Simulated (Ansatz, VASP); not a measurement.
## P: VASP beside Ansatz

```
P
1.0
     1.67619   -5.03908    0.00000
     1.67619    5.03908    0.00000
     0.00000    0.00000    4.03875
P
4
Cartesian
  1.6762 3.9551 3.7654
  1.6762 -1.0839 2.2927
  1.6762 -3.9551 0.2733
  1.6762 1.0839 1.7460
```

Alike in both runs: task single point; functional LDA; k mesh 14 × 14 × 11; occupations fermi-dirac, width 0.05 eV; no spin polarisation.

```csv
,VASP,Ansatz
version,VASP 6.6.1,Ansatz 0.2.0
potentials or method,"VASP PAW LDA potentials, release 64 (P), cutoff 520 eV","plane waves (420 eV) with PAW, scalar-relativistic"
valence electrons in the cell,20,20
```

```csv
,VASP,Ansatz,Ansatz less VASP
pressure (GPa),-0.4,-0.1,+0.27
"traceless stress, the component that is largest in VASP (GPa)",-1.01,-1.01,-0.005
```

Ansatz warns that its potentials were made for another functional, while VASP's fit it. LDA's correlation is that of Perdew and Zunger in VASP and of Perdew and Wang (1992) in Ansatz.
